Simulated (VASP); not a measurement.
A run of VASP 6.6.1:

File INCAR:

```
SYSTEM = GaBiTe2Se
PREC = Accurate ; ENCUT = 520
EDIFF = 1E-6 ; ISMEAR = 0
SIGMA = 0.1 ; LREAL = .FALSE.
LASPH = .TRUE. ; NELM = 60
ALGO = Normal ; ISIF = 2
LWAVE = .FALSE. ; LCHARG = .FALSE.
GGA = PE ; NBANDS = 31
```

File KPOINTS:

```
Automatic mesh
0
G
  4 4 4
  0 0 0
```

Contents of POSCAR:

```
GaBiTe2Se
1.0
   -3.0771647546      3.0771647546      5.4552178586
    3.0771647546     -3.0771647546      5.4552178586
    3.0771647546      3.0771647546     -5.4552178586
Ga Bi Te Se
1 1 2 1
Direct
    0.7500000000      0.2500000000      0.5000000000
    0.0000000000      0.0000000000      0.0000000000
   -0.0047335012      0.4952664988      0.5000000000
    0.5047335012      1.0047335012      0.5000000000
    0.2500000000      0.7500000000      0.5000000000
```

Potentials or basis: VASP PAW PBE potentials, release 64 (Ga_d, Bi_d, Te, Se).

The run is started by

```sh
$ cat potpaw_PBE.64/Ga_d/POTCAR potpaw_PBE.64/Bi_d/POTCAR potpaw_PBE.64/Te/POTCAR potpaw_PBE.64/Se/POTCAR > POTCAR
$ mpirun -np 1 vasp_std > vasp.out
```

Hardware: 1 thread of Intel(R) Xeon(R) 6975P-C (Granite Rapids), on a shared host.

Q: How long does it take, and how much memory?

A: It took 97 s on 1 thread of Intel(R) Xeon(R) 6975P-C (Granite Rapids), on a shared host, peak memory 0.44 GiB. Counts: scf iterations 14, k points 13.
